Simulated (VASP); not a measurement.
Crystal: MnO.

```
Mn O
1.0
     0.00000    4.44600    4.44600
     2.22300    0.00000    2.22300
     2.22300    2.22300    0.00000
Mn O
2 2
Direct
  0.00000 0.00000 0.00000
  0.50000 0.00000 0.00000
  0.25000 0.50000 0.50000
  0.75000 0.50000 0.50000
```

Base run:

```yaml
Program: VASP 6.6.1
Functional: r2SCAN
Potentials_or_basis: VASP PAW PBE potentials, release 64 (Mn_pv, O)
Cutoff: 520 eV
k_mesh: 4 × 8 × 8
Occupations: fermi-dirac, width 0.05 eV
Spin: collinear spin, antiferromagnetic start
Starting_moments: "[4.5, -4.5, 0.0, 0.0] μB"
```

Its results: band gap on the k mesh 1.66 eV; pressure -3.1 GPa; net moment 0.00 μB per cell; site moments Mn +4.46, -4.46; O +0.00 μB.

Task: After a change of settings the same cell gave: band gap on the k mesh 0.88 eV; pressure -0.5 GPa; net moment 0.00 μB per cell; site moments Mn +4.33, -4.33; O +0.00 μB. Which change was it?
A. functional from r2SCAN to PBE; hubbard terms from none to Mn d U = 4.0 eV
B. spin from collinear spin, antiferromagnetic start to collinear spin, ferromagnetic start; moments at the start from [4.5, -4.5, 0.0, 0.0] to [4.5, 4.5, 0.0, 0.0]
C. functional from r2SCAN to PBE; further incar settings from ALGO = Normal; EDIFF = 1e-06; NBANDS = 31 to ALGO = Normal; EDIFF = 1e-07; NBANDS = 31

Result: C.

Caveats: the cell stands under tension (at least some runs); the PAW data sets were made with another functional, which shifts forces and pressure a little (at least some runs).
